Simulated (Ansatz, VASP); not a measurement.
Two plane-wave programs on HfO2

Contents of POSCAR:

```
HfO2
1.0
   -2.5575000000     -2.5575000000      0.0000000000
    2.5575000000     -2.5575000000      0.0000000000
    0.0000000000      0.0000000000     14.7300000000
Hf O
4 8
Direct
    0.0000000000      0.0000000000      0.6510947047
    0.5000000000      0.5000000000      0.1302189409
    0.0000000000      0.0000000000      0.3038441955
    0.5000000000      0.5000000000      0.4774694501
    0.5000000000      0.0000000000      0.0434063136
    0.0000000000      0.5000000000      0.2170315682
    0.5000000000      0.0000000000      0.3906568228
    0.0000000000      0.5000000000      0.5642820774
    0.5000000000      0.0000000000      0.2170315682
    0.0000000000      0.5000000000      0.3906568228
    0.5000000000      0.0000000000      0.5642820774
    0.0000000000      0.5000000000      0.0434063136
```

INCAR.step1

```
ALGO = Normal ; EDIFF = 1E-4
ENCUT = 520 ; GGA = PE
ISMEAR = 0 ; LASPH = True
LCHARG = False ; LREAL = False
LWAVE = True ; NBANDS = 56
NELM = 60 ; PREC = Accurate
SIGMA = 0.05
```

Contents of INCAR.step2:

```
ALGO = Normal ; EDIFF = 1E-6
ENCUT = 520 ; ISIF = 2
ISMEAR = 0 ; ISTART = 1
LASPH = True ; LCHARG = False
LMIXTAU = True ; LREAL = False
LWAVE = False ; METAGGA = R2SCAN
NBANDS = 56 ; NELM = 60
PREC = Accurate ; SIGMA = 0.05
```

Contents of KPOINTS:

```
k-points
0
Gamma
  6 6 3
```

Input for Ansatz:

```yaml
crystal:
  lattice:
    - [-2.5575, -2.5575, 0.0]
    - [2.5575, -2.5575, 0.0]
    - [0.0, 0.0, 14.73]
  atoms:
    - { symbol: Hf, position: [0.0, 0.0, 0.6510947047] }
    - { symbol: Hf, position: [0.5, 0.5, 0.1302189409] }
    - { symbol: Hf, position: [0.0, 0.0, 0.3038441955] }
    - { symbol: Hf, position: [0.5, 0.5, 0.4774694501] }
    - { symbol: O, position: [0.5, 0.0, 0.0434063136] }
    - { symbol: O, position: [0.0, 0.5, 0.2170315682] }
    - { symbol: O, position: [0.5, 0.0, 0.3906568228] }
    - { symbol: O, position: [0.0, 0.5, 0.5642820774] }
    - { symbol: O, position: [0.5, 0.0, 0.2170315682] }
    - { symbol: O, position: [0.0, 0.5, 0.3906568228] }
    - { symbol: O, position: [0.5, 0.0, 0.5642820774] }
    - { symbol: O, position: [0.0, 0.5, 0.0434063136] }
basis:
  ecutwfc: 500
kpoints:
  mp_grid: { grid: [6, 6, 3] }
hamiltonian:
  xc: r2scan
scf:
  occupations: { method: gaussian, width: 0.05 }
output:
  forces: true
  stress: true
  eigenvalues: true
```

Alike in both runs: task single point; functional r2SCAN; k mesh 6 × 6 × 3; occupations gaussian, width 0.05 eV; no spin polarisation.

|  | VASP | Ansatz |
| --- | --- | --- |
| version | VASP 6.6.1 | Ansatz 0.2.0 |
| potentials or method | VASP PAW PBE potentials, release 64 (Hf_pv, O), cutoff 520 eV | scalar-relativistic, plane waves, PAW |
| valence electrons in the cell | 88 | 152 |

```tsv
	VASP	Ansatz	Ansatz less VASP
gap on the k mesh at the Fermi level (eV)	none	none	-
pressure (GPa)	-12.1	-9.9	+2.20
traceless stress, the component that is largest in VASP (GPa)	1.51	1.54	+0.026
rms of the force components (eV/Å)	1.119	1.098	-0.0205
```

VASP's potentials were made for PBE, not for r2SCAN. Atom by atom the forces differ by 0.055 eV/Å (rms over components). A gap of «none» marks a metal or a gap that the smearing closes. VASP's potentials hold 88 valence electrons a cell and Ansatz's 152, so a difference there can come from the potentials and not from the codes.

Neither program's run includes spin-orbit coupling.
